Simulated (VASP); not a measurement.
# Si8O17 (a cell with a defect) in VASP: relaxation of the atoms with PBE

Aim: the relaxation of the atoms of Si8O17 (a cell with a defect) with PBE.

Everything below comes from runs of VASP 6.6.1. Logs are shortened: lines on timing, memory, paths and dates and some standing lists are left out, and cuts for length are marked.

## Step 1: The cell of the first run

The cell holds a defect, 25 atoms: a = 7.108 Å, b = 7.108 Å, c = 7.372 Å, α = 90.00°, β = 90.00°, γ = 90.00°.

## Step 2: Relaxation of the atoms, PBE

Input file INCAR:

```
SYSTEM = Si8O17
ALGO     = Normal         ! electronic algorithm
EDIFF    = 1E-6           ! SCF threshold, eV
EDIFFG   = -0.03          ! ionic threshold
ENCUT    = 520            ! plane-wave cutoff, eV
GGA      = PE             ! functional
IBRION   = 2              ! ionic algorithm
ISIF     = 2              ! what is computed and relaxed
ISMEAR   = 0              ! smearing method
KPAR     = 2            
LASPH    = .TRUE.         ! aspherical terms in the spheres
LCHARG   = .FALSE.        ! write CHGCAR
LREAL    = Auto         
LWAVE    = .FALSE.        ! write WAVECAR
NELM     = 100            ! most SCF steps
NSW      = 60             ! ionic steps
PREC     = Accurate       ! precision mode
SIGMA    = 0.02           ! smearing width, eV
```

Input file KPOINTS:

```
Automatic mesh
0
Gamma
  2 2 2
  0.5 0.5 0.5
```

Input file POSCAR:

```
Si8O17
1.0
    5.0262964608     -5.0262964608      0.0000000000
   -5.0262964608     -5.0262964608      0.0000000000
    0.0000000000      0.0000000000     -7.3717295607
Si O
8 17
Direct
    0.5000000000      0.5000000000      0.0000000000
    0.0000000000      0.5000000000      0.5000000000
    0.0000000000      1.0000000000      1.0000000000
    0.5000000000      1.0000000000      0.5000000000
    0.7500000000      0.2500000000      0.2500000000
    0.2500000000      0.2500000000      0.7500000000
    0.2500000000      0.7500000000      0.2500000000
    0.7500000000      0.7500000000      0.7500000000
    0.9212397464      0.3287602536      0.3750000000
    0.4212397464      0.3287602536      0.8750000000
    0.4170529825      0.8378184471      0.3696000322
    0.9163843549      0.8280724504      0.8678227436
    0.8287602536      0.0787602536      0.1250000000
    0.3370093646      0.0749269492      0.6310054560
    0.3312076172      0.5748796389      0.1296652264
    0.8287602536      0.5787602536      0.6250000000
    0.6712397464      0.4212397464      0.1250000000
    0.1701075346      0.4199446495      0.6291668628
    0.1826726305      0.9278972840      0.1277282661
    0.6712397464      0.9212397464      0.6250000000
    0.5787602536      0.1712397464      0.3750000000
    0.0787602536      0.1712397464      0.8750000000
    0.0718371220      0.6692637166      0.3648946604
    0.5762184679      0.6666948033      0.8590279196
    0.2507149991      0.7532488707      0.7499770753
```

Potentials or basis: VASP PAW PBE potentials, release 64 (Si, O).

Launch:

```bash
$ cat potpaw_PBE.64/Si/POTCAR potpaw_PBE.64/O/POTCAR > POTCAR
$ mpirun -np 4 vasp_std > vasp.out
```

OUTCAR:

```text
SYSTEM = Si8O17
   EDIFF = 1E-6
   EDIFFG = -0.03
   ENCUT = 520
   GGA = PE
   IBRION = 2
   ISIF = 2
   ISMEAR = 0
   LASPH = .TRUE.
   LREAL = Auto
   NELM = 100
   NSW = 60
   PREC = Accurate

 ion  position               nearest neighbor table
   1  0.500  0.500  0.000-  15 1.62  10 1.63  17 1.63  24 1.67   5 3.12   6 3.12   7 3.12   8 3.12

   2  0.000  0.500  0.500-   9 1.63  16 1.63  18 1.64  23 1.64   5 3.12   6 3.12   7 3.12   8 3.12

   3  0.000  0.000  0.000-  13 1.63  22 1.63  12 1.67  19 1.68   5 3.12   6 3.12   7 3.12   8 3.12
[... 12 lines left out ...]
  10  0.421  0.329  0.875-   1 1.63   6 1.63
  11  0.417  0.838  0.370-   7 1.61   4 1.61
  12  0.916  0.828  0.868-   8 1.57   3 1.67
  13  0.829  0.079  0.125-   3 1.63   5 1.63
  14  0.337  0.075  0.631-   4 1.60   6 1.64
[... 8 lines left out ...]
  23  0.072  0.669  0.365-   7 1.63   2 1.64
  24  0.576  0.667  0.859-   8 1.59   1 1.67
  25  0.251  0.753  0.750-

  LATTYP: Found a simple tetragonal cell.
 ALAT       =     7.1082566234
 C/A-ratio  =     1.0370657605

  Lattice vectors:

 A1 = (   5.0262964608,  -5.0262964608,   0.0000000000)
 A2 = (  -5.0262964608,  -5.0262964608,   0.0000000000)
 A3 = (   0.0000000000,   0.0000000000,  -7.3717295607)

Analysis of symmetry for initial positions (statically):
=====================================================================
 Subroutine PRICEL returns:
 Original cell was already a primitive cell.

 Routine SETGRP: Setting up the symmetry group for a
 simple tetragonal supercell.

 Subroutine GETGRP returns: Found  1 space group operations
 (whereof  1 operations were pure point group operations)
 out of a pool of 16 trial point group operations.

The static configuration has the point symmetry C_1 .

Analysis of symmetry for dynamics (positions and initial velocities):
=====================================================================
 Subroutine PRICEL returns:
 Original cell was already a primitive cell.

 Routine SETGRP: Setting up the symmetry group for a
 simple tetragonal supercell.

 Subroutine GETGRP returns: Found  1 space group operations
 (whereof  1 operations were pure point group operations)
 out of a pool of 16 trial point group operations.

The dynamic configuration has the point symmetry C_1 .

 Subroutine INISYM returns: Found  1 space group operations
 (whereof  1 operations are pure point group operations),
 and found     1 'primitive' translations

[... 140 lines left out ...]
  volume/ion in A,a.u.               =      14.90       100.54
  Fermi-wavevector in a.u.,A,eV,Ry     =   1.164335  2.200274 18.445087  1.355676
  Thomas-Fermi vector in A             =   2.300874
   LORBIT       =      0    0 simple, 1 ext, 2 COOP (PROOUT), +10 PAW based schemes
   GGA     = PE    functional components
   LHFCALC =     F    Hartree Fock is set to
   AEXX    =    0.0000 exact exchange contribution
   IVDW    =     0    specifies the selected vdW correction
   LEPSILON=     F    determine dielectric tensor
   LRPA    =     F    only Hartree local field effects (RPA)
 conjugate gradient relaxation of ions
 non-spin polarized calculation
 Gauss-broadening in eV      SIGMA  =   0.02
  energy-cutoff  :      520.00
  volume of cell :      372.47
 maximum number of plane-waves:     10023
 NGX is ok and might be reduce to    54
   NGX = 27   NGY = 27   NGZ = 27

--------------------------------------- Ionic step        1  -------------------------------------------

 number of electron     134.0000005 magnetization

 Free energy of the ion-electron system (eV)
  ---------------------------------------------------
  ext. energy  EPLUGINS =         0.00000000
  ---------------------------------------------------
  free energy    TOTEN  =      -189.89443925 eV

  energy without entropy =     -189.87282214  energy(sigma->0) =     -189.88363069

------------------------ aborting loop because EDIFF is reached ----------------------------------------

  FORCE on cell =-STRESS in cart. coord.  units (eV):
  Direction    XX          YY          ZZ          XY          YZ          ZX
  --------------------------------------------------------------------------------------
  -------------------------------------------------------------------------------------
  Total        0.7294477      2.2373950      1.1752055     -1.3179045      0.2843541      0.9843236
  in kB        3.1376837      9.6240453      5.0550888     -5.6689018      1.2231354      4.2340199
  external PRESSURE =       5.9389393 kB  Pullay stress =       0.0000000 kB
[... 158 lines left out ...]
  FREE ENERGIE OF THE ION-ELECTRON SYSTEM (eV)
  ---------------------------------------------------
  free  energy   TOTEN  =      -190.1448976503 eV

  energy  without entropy=     -190.1234693592  energy(sigma->0) =     -190.13418350

[... ionic steps 4 to 37 ...]

--------------------------------------- Ionic step       38  -------------------------------------------

 number of electron     134.0000009 magnetization

------------------------ aborting loop because EDIFF is reached ----------------------------------------
[... 113 lines left out ...]
--------------------------------------- Ionic step       40  -------------------------------------------

 number of electron     134.0000007 magnetization

 Free energy of the ion-electron system (eV)
  ---------------------------------------------------
  ext. energy  EPLUGINS =         0.00000000
  ---------------------------------------------------
  free energy    TOTEN  =      -190.29332593 eV

  energy without entropy =     -190.27302661  energy(sigma->0) =     -190.28317627

 E-fermi :   0.4701     XC(G=0):  -8.2380

 val. band max:        0.4637971902   @ k =  -0.2500   0.2500   0.2500
 cond. band min:       0.4759938099   @ k =  -0.2500   0.2500   0.2500
 fundamental gap:      0.0121966197
 Fermi energy:         0.4700872776

 k-point     1 :       0.2500    0.2500    0.2500
  band No.  band energies     occupation
      1     -19.4868      2.00000
      2     -19.1382      2.00000
      3     -19.0978      2.00000
      4     -19.0690      2.00000
      5     -18.4440      2.00000
      6     -18.4114      2.00000
[... 317 lines left out ...]
     78       9.0413      0.00000
     79       9.0689      0.00000
 [bands above 79 left out]

------------------------ aborting loop because EDIFF is reached ----------------------------------------

  FORCE on cell =-STRESS in cart. coord.  units (eV):
  Direction    XX          YY          ZZ          XY          YZ          ZX
  --------------------------------------------------------------------------------------
  -------------------------------------------------------------------------------------
  Total        1.2789920      1.2676437      1.6048187      0.0098809     -0.1677989     -0.0823040
  in kB        5.5015215      5.4527073      6.9030491      0.0425021     -0.7217787     -0.3540268
  external PRESSURE =       5.9524260 kB  Pullay stress =       0.0000000 kB
[... 40 lines left out ...]
  FREE ENERGIE OF THE ION-ELECTRON SYSTEM (eV)
  ---------------------------------------------------
  free  energy   TOTEN  =      -190.2933259314 eV

  energy  without entropy=     -190.2730266114  energy(sigma->0) =     -190.28317627

 reached required accuracy - stopping structural energy minimisation
```

CONTCAR:

```text
Si8O17
   1.00000000000000
     5.0262964608000003   -5.0262964608000003    0.0000000000000000
    -5.0262964608000003   -5.0262964608000003    0.0000000000000000
     0.0000000000000000    0.0000000000000000   -7.3717295607000004
  Si              O
     8    17
Direct
     0.4972519337748839    0.4991312303225534    0.9999283329666513
     0.0000246018457887    0.5029001392835949    0.4985101588790185
     0.0029557413898376    0.0003422869034716    0.0001294350287628
     0.5012922991618719    0.9971536889501939    0.4982250649207045
     0.7505837919579765    0.2502080740550750    0.2491548332710267
     0.2502223514845244    0.2496698170160215    0.7483468394931428
[... 17 lines left out ...]
     0.5818116372025942    0.6707949473490626    0.8786605500389909
     0.2460948549401671    0.7552837194062694    0.7489234723257188

  0.00000000E+00  0.00000000E+00  0.00000000E+00
  0.00000000E+00  0.00000000E+00  0.00000000E+00
  0.00000000E+00  0.00000000E+00  0.00000000E+00
  0.00000000E+00  0.00000000E+00  0.00000000E+00
  0.00000000E+00  0.00000000E+00  0.00000000E+00
  0.00000000E+00  0.00000000E+00  0.00000000E+00
[... 17 lines left out ...]
  0.00000000E+00  0.00000000E+00  0.00000000E+00
  0.00000000E+00  0.00000000E+00  0.00000000E+00
```

Wall time 14 min (4 MPI ranks of Intel Xeon 6975P-C (Granite Rapids), shared host); peak memory 0.31 GiB.

Results:

* Free energy: -190.2933 eV
* Energy gained by relaxing: 16.0 meV/atom
* Ionic steps: 40
* Pressure after relaxing: 0.6 GPa
* Largest force after relaxing: 0.029 eV/Å
* Band gap on the k mesh: 0.01 eV

Forces in eV/Å, atoms in the order of the input:
```
Si  -0.007 -0.002 -0.014
Si   0.022  0.004  0.015
Si   0.004  0.008  0.017
Si   0.012  0.012 -0.002
Si  -0.001  0.004 -0.022
Si  -0.012  0.014  0.022
Si   0.004  0.007 -0.007
Si  -0.014 -0.005  0.001
O   -0.009 -0.002  0.001
O   -0.004 -0.014 -0.001
O    0.008  0.000 -0.014
O   -0.004 -0.003 -0.013
O    0.015 -0.004 -0.002
O   -0.007  0.001 -0.014
O    0.004  0.002  0.000
O    0.024 -0.012  0.004
O   -0.012 -0.003  0.002
O    0.003  0.005 -0.015
O    0.002  0.000 -0.003
O   -0.004  0.002  0.004
O    0.003 -0.012  0.022
O    0.001  0.005  0.010
O   -0.014 -0.005  0.004
O   -0.001  0.001  0.005
O   -0.015 -0.003  0.000
```

Stress tensor (GPa, compression positive):
```
 0.55  0.00 -0.04
 0.00  0.55 -0.07
-0.04 -0.07  0.69
```

The path:
| step | energy change (eV) | largest force (eV/Å) | pressure (GPa) |
| --- | --- | --- | --- |
| 1 | 0.0000 | 3.2563 | 0.59 |
| 2 | 1.2375 | 7.9969 | 2.13 |
| 3 | -0.2505 | 0.7428 | 0.40 |
| 4 | -0.3017 | 1.2125 | 0.52 |
| 5 | -0.3093 | 0.7729 | 0.48 |
| 6 | -0.3563 | 0.4277 | 0.57 |
| 7 | -0.3564 | 0.4082 | 0.56 |
| 8 | -0.3777 | 0.3624 | 0.62 |
| 9 | -0.3778 | 0.3573 | 0.62 |
| 10 | -0.3857 | 0.2678 | 0.66 |
| 11 | -0.3871 | 0.1819 | 0.65 |
| 12 | -0.3883 | 0.1981 | 0.66 |
| 13 | -0.3890 | 0.0955 | 0.66 |
| 14 | -0.3906 | 0.0686 | 0.66 |
| 15 | -0.3914 | 0.1191 | 0.66 |
| 16 | -0.3923 | 0.0693 | 0.66 |
| 17 | -0.3928 | 0.0724 | 0.66 |
| 18 | -0.3931 | 0.0573 | 0.65 |
| 19 | -0.3935 | 0.0967 | 0.65 |
| 20 | -0.3937 | 0.0860 | 0.65 |
| 21 | -0.3943 | 0.0604 | 0.64 |
| 22 | -0.3950 | 0.0790 | 0.63 |
| 23 | -0.3944 | 0.1519 | 0.60 |
| 24 | -0.3951 | 0.0932 | 0.62 |
| 25 | -0.3956 | 0.0439 | 0.62 |
| 26 | -0.3958 | 0.0650 | 0.61 |
| 27 | -0.3962 | 0.0565 | 0.60 |
| 28 | -0.3965 | 0.0903 | 0.59 |
| 29 | -0.3968 | 0.0760 | 0.59 |
| 30 | -0.3972 | 0.0481 | 0.58 |
| 31 | -0.3971 | 0.0939 | 0.55 |
| 32 | -0.3974 | 0.0569 | 0.57 |
| 33 | -0.3976 | 0.0410 | 0.57 |
| 34 | -0.3979 | 0.0564 | 0.56 |
| 35 | -0.3981 | 0.0387 | 0.56 |
| 36 | -0.3983 | 0.0354 | 0.56 |
| 37 | -0.3984 | 0.0343 | 0.57 |
| 38 | -0.3986 | 0.0567 | 0.58 |
| 39 | -0.3987 | 0.0384 | 0.58 |
| 40 | -0.3989 | 0.0289 | 0.60 |

Final structure:
```
Si O
1.0
     5.02630   -5.02630    0.00000
    -5.02630   -5.02630    0.00000
     0.00000    0.00000   -7.37173
Si O
8 17
Direct
  0.49725 0.49913 0.99993
  0.00002 0.50290 0.49851
  0.00296 0.00034 0.00013
  0.50129 0.99715 0.49822
  0.75058 0.25021 0.24915
  0.25022 0.24967 0.74835
  0.25048 0.75020 0.24909
  0.75002 0.74941 0.75014
  0.92059 0.33183 0.37359
  0.42100 0.32832 0.87299
  0.42488 0.82718 0.37100
  0.91800 0.82770 0.87971
  0.83138 0.08060 0.12374
  0.32874 0.08189 0.61863
  0.32673 0.57647 0.12593
  0.82903 0.57886 0.62540
  0.66829 0.41963 0.12454
  0.17191 0.41794 0.61949
  0.17304 0.92434 0.12723
  0.67112 0.92070 0.62620
  0.58149 0.16872 0.37489
  0.07922 0.17038 0.87237
  0.07705 0.67310 0.37206
  0.58181 0.67079 0.87866
  0.24609 0.75528 0.74892
```
